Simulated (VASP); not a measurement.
A run of VASP 6.6.1:

INCAR

```
PREC = Accurate
ENCUT = 520
EDIFF = 1E-7
ISMEAR = 0
SIGMA = 0.1
LREAL = F
LASPH = T
NELM = 100
ALGO = Normal
ISIF = 2
LWAVE = F
LCHARG = F
GGA = PE
NBANDS = 59
```

KPOINTS

```
Automatic mesh
0
Gamma
  4 4 2
```

Contents of POSCAR:

```
Sc4Si
1.0
    5.4311323282      0.0000000000      0.0000000000
    2.1247512975      5.0874701583      0.0000000000
    2.3474033559      0.7893305680      7.8903012331
Sc Si
8 2
Direct
    0.2394858054      0.6131281008      0.7002133796
    0.5791305131      0.3411226530      0.3169155713
    0.7965116192      0.3177929642      0.8886902705
    0.0468874993      0.8064654229      0.3356204727
    0.0074825718      0.2745041427      0.5199005768
    0.7487534273      0.7886150683      0.0560186145
    0.5691339026      0.9781238006      0.6960703928
    0.2233298753      0.2652551568      0.0940479832
    0.2873310733      0.7705320766      0.9914661613
    0.5019537127      0.8444606139      0.4010565774
```

Potentials or basis: VASP PAW PBE potentials, release 64 (Sc_sv, Si).

Run with:

```bash
$ cat potpaw_PBE.64/Sc_sv/POTCAR potpaw_PBE.64/Si/POTCAR > POTCAR
$ mpirun -np 1 vasp_std > vasp.out
```

Hardware: 1 thread of Intel(R) Xeon(R) Platinum 8259CL CPU @ 2.50GHz (Skylake/Cascade Lake), with other jobs on the host.

Q: How long does it take, and how much memory?

A: It took 6.8 min on 1 thread of Intel(R) Xeon(R) Platinum 8259CL CPU @ 2.50GHz (Skylake/Cascade Lake), on a shared host, peak memory 0.4 GiB. Counts: scf iterations 18, k points 20.
